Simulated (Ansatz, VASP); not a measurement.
## Two plane-wave programs on InSe2

INCAR

```
  ALGO = Normal
  EDIFF = 1E-6
  EDIFFG = -0.01
  ENCUT = 600
  GGA = PE
  IBRION = 2
  ISIF = 3
  ISMEAR = 0
  LASPH = True
  LCHARG = False
  LREAL = False
  LWAVE = False
  NELM = 60
  NSW = 80
  PREC = Accurate
  SIGMA = 0.1
```

KPOINTS

```
k-points
0
Gamma
  10 10 4
```

Contents of POSCAR:

```
InSe2
1.0
    3.8948930000      0.0000000000      0.0000000000
    0.0000000000      3.8948930000      0.0000000000
    0.0000000000      0.0000000000      9.6262310000
In Se
2 4
Direct
    0.0000000000      0.5000000000      0.7064680000
    0.5000000000      0.0000000000      0.2935320000
    0.0000000000      0.5000000000      0.3662120000
    0.5000000000      0.0000000000      0.6337880000
    0.0000000000      0.0000000000      0.0000000000
    0.5000000000      0.5000000000      0.0000000000
```

Input for Ansatz:

```yaml
crystal:
  lattice:
    - [3.894893, 0.0, 0.0]
    - [0.0, 3.894893, 0.0]
    - [0.0, 0.0, 9.626231]
  atoms:
    - { symbol: In, position: [0.0, 0.5, 0.706468] }
    - { symbol: In, position: [0.5, 0.0, 0.293532] }
    - { symbol: Se, position: [0.0, 0.5, 0.366212] }
    - { symbol: Se, position: [0.5, 0.0, 0.633788] }
    - { symbol: Se, position: [0.0, 0.0, 0.0] }
    - { symbol: Se, position: [0.5, 0.5, 0.0] }
basis:
  ecutwfc: 420
kpoints:
  mp_grid: { grid: [10, 10, 4] }
hamiltonian:
  xc: pbe
scf:
  occupations: { method: gaussian, width: 0.1 }
output:
  forces: true
  stress: true
  eigenvalues: true
relax:
  adjacent_minimum: "off"
  f_tol: 0.01
  max_steps: 60
  cell: { stress_tol: 0.05 }
```

Alike in both runs: task relaxation of cell and atoms; functional PBE; k mesh 10 × 10 × 4; occupations gaussian, width 0.1 eV; no spin polarisation.

```csv
,VASP,Ansatz
version,VASP 6.6.1,Ansatz 0.2.0
potentials or method,"VASP PAW PBE potentials, release 64 (In_d, Se), cutoff 600 eV","scalar-relativistic, plane waves, PAW"
valence electrons in the cell,50,90
```

```tsv
	VASP	Ansatz	Ansatz less VASP
gap on the k mesh at the Fermi level, each at its own relaxed structure (eV)	none	none	-
relaxed volume (Å³/atom)	24.55	24.51	-0.038
relaxed length of the cell vector where the two differ most in proportion (Å)	9.763	9.733	-0.0300
```

A gap of «none» marks a metal or a gap that the smearing closes. VASP's potentials hold 50 valence electrons a cell and Ansatz's 90, so a difference there can come from the potentials and not from the codes.
